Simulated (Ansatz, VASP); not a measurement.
## HfZr3Se8: VASP beside Ansatz

Contents of INCAR:

```
SYSTEM = HfZr3Se8
PREC = Accurate
ENCUT = 520
EDIFF = 1E-6
ISMEAR = 0
SIGMA = 0.02
LREAL = .False.
LASPH = .True.
NELM = 80
ALGO = Normal
ISIF = 2
LWAVE = .False.
LCHARG = .False.
GGA = PE
NBANDS = 59
```

KPOINTS

```
Automatic mesh
0
Gamma
  6 6 6
  0 0 0
```

Contents of POSCAR:

```
HfZr3Se8
1.0
    7.5836549018     -0.0000000289      0.0000000000
   -3.7918274259      6.5676378129      0.0000000000
    0.0000000000      0.0000000000      6.9209960000
Zr Hf Se
3 1 8
Direct
    0.0000000000      0.5000000000      0.0000000000
    0.5000000000      0.0000000000      0.0000000000
    0.5000000000      0.5000000000      0.0000000000
    0.0000000000      0.0000000000      0.0000000000
    0.3311560000      0.1655780000      0.7715660000
    0.3333333333      0.6666666667      0.7709960000
    0.8344220000      0.1655780000      0.7715660000
    0.8344220000      0.6688440000      0.7715660000
    0.1655780000      0.3311560000      0.2284340000
    0.1655780000      0.8344220000      0.2284340000
    0.6666666667      0.3333333333      0.2290040000
    0.6688440000      0.8344220000      0.2284340000
```

Input for Ansatz:

```yaml
crystal:
  lattice:
    - [7.5836549018, -2.89e-08, 0.0]
    - [-3.7918274259, 6.5676378129, 0.0]
    - [0.0, 0.0, 6.920996]
  atoms:
    - { symbol: Zr, position: [0.0, 0.5, 0.0] }
    - { symbol: Zr, position: [0.5, 0.0, 0.0] }
    - { symbol: Zr, position: [0.5, 0.5, 0.0] }
    - { symbol: Hf, position: [0.0, 0.0, 0.0] }
    - { symbol: Se, position: [0.331156, 0.165578, 0.771566] }
    - { symbol: Se, position: [0.3333333333, 0.6666666667, 0.770996] }
    - { symbol: Se, position: [0.834422, 0.165578, 0.771566] }
    - { symbol: Se, position: [0.834422, 0.668844, 0.771566] }
    - { symbol: Se, position: [0.165578, 0.331156, 0.228434] }
    - { symbol: Se, position: [0.165578, 0.834422, 0.228434] }
    - { symbol: Se, position: [0.6666666667, 0.3333333333, 0.229004] }
    - { symbol: Se, position: [0.668844, 0.834422, 0.228434] }
basis:
  ecutwfc: 420
kpoints:
  mp_grid: { grid: [6, 6, 6] }
  band_path:
    path:
      - [[0.0, 0.0, 0.0], [0.5, 0.0, 0.0], [0.33333333, 0.33333333, 0.0], [0.0, 0.0, 0.0], [0.0, 0.0, 0.5], [0.5, 0.0, 0.5], [0.33333333, 0.33333333, 0.5], [0.0, 0.0, 0.5]]
      - [[0.5, 0.0, 0.5], [0.5, 0.0, 0.0]]
      - [[0.33333333, 0.33333333, 0.5], [0.33333333, 0.33333333, 0.0]]
    npoints: 10
hamiltonian:
  xc: pbe
scf:
  occupations: { method: gaussian, width: 0.02 }
  n_extra_bands: 30
output:
  forces: true
  stress: true
  eigenvalues: true
  populations: true
  dos: { projected: true, de: 0.02, nscf_kmesh: { grid: [9, 9, 9] } }
  bader: false
  write_density: true
  write_potential: true
  elf: true
  volumetric_format: npy
```

Alike in both runs: task single point; functional PBE; k mesh 6 × 6 × 6; occupations gaussian, width 0.02 eV; no spin polarisation.

|  | VASP | Ansatz |
| --- | --- | --- |
| version | VASP 6.6.1 | Ansatz 0.2.0 |
| potentials or method | VASP PAW PBE potentials, release 64 (Zr_sv, Hf_pv, Se), cutoff 520 eV | scalar-relativistic, plane waves, PAW |
| valence electrons in the cell | 94 | 190 |

```tsv
	VASP	Ansatz	Ansatz less VASP
gap on the k mesh at the Fermi level (eV)	0.41	0.41	-0.001
least direct gap on the mesh (eV)	0.45	0.45	-0.001
pressure (GPa)	0.0	0.0	+0.01
rms of the force components (eV/Å)	0.012	0.003	-0.0097
```

Atom by atom the forces differ by 0.012 eV/Å (rms over components). VASP's potentials hold 94 valence electrons a cell and Ansatz's 190, so a difference there can come from the potentials and not from the codes.

Spin-orbit coupling is off throughout.
